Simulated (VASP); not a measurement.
The system is NiO.

```xyz
2
Lattice="0.0000 2.0859 2.0859 2.0859 0.0000 2.0859 2.0859 2.0859 0.0000" Properties=species:S:1:pos:R:3 pbc="T T T"
Ni    0.0000    0.0000    0.0000
O     2.0859    2.0859    2.0859
```

```yaml
Program: VASP 6.6.1
Task: relaxation of cell and atoms
Functional: PBE
Potentials_or_basis: VASP PAW PBE potentials, release 64 (Ni, O)
Cutoff: 600 eV
k_mesh: 18 × 18 × 18
Occupations: gaussian, width 0.1 eV
Spin: collinear spin, ferromagnetic start
Starting_moments: "[1.61, 0.33] μB"
```

At the start: pressure 4.9 GPa; volume 9.08 Å³/atom.

Task: Where does the relaxation end?

Result: Over 3 steps the energy falls by 3.9 meV/atom and the volume is 9.34 Å³/atom (+2.9 %); space group Fm-3m (No. 225, to 0.1 Å) before and after; moment 1.76 μB per cell.

The path:
```
step  energy change (eV)  largest force (eV/Å)  pressure (GPa)  volume (Å³)
   1              0.0000                0.0000            4.95        18.15
   2             -0.0064                0.0000           -1.96        18.90
   3             -0.0078                0.0000            0.01        18.67
```

Final structure:
```cif
data_structure
_symmetry_space_group_name_H-M 'P 1'
_symmetry_Int_Tables_number 1
_cell_length_a 2.9778
_cell_length_b 2.9778
_cell_length_c 2.9778
_cell_angle_alpha 60.000
_cell_angle_beta 60.000
_cell_angle_gamma 60.000
_cell_volume 18.67
loop_
_atom_site_label
_atom_site_type_symbol
_atom_site_fract_x
_atom_site_fract_y
_atom_site_fract_z
_atom_site_occupancy
Ni1 Ni 0.00000 0.00000 0.00000 1
O1 O 0.50000 0.50000 0.50000 1
```

Caveat: a cell with one magnetic atom can't hold antiferromagnetic order, which such compounds often take.
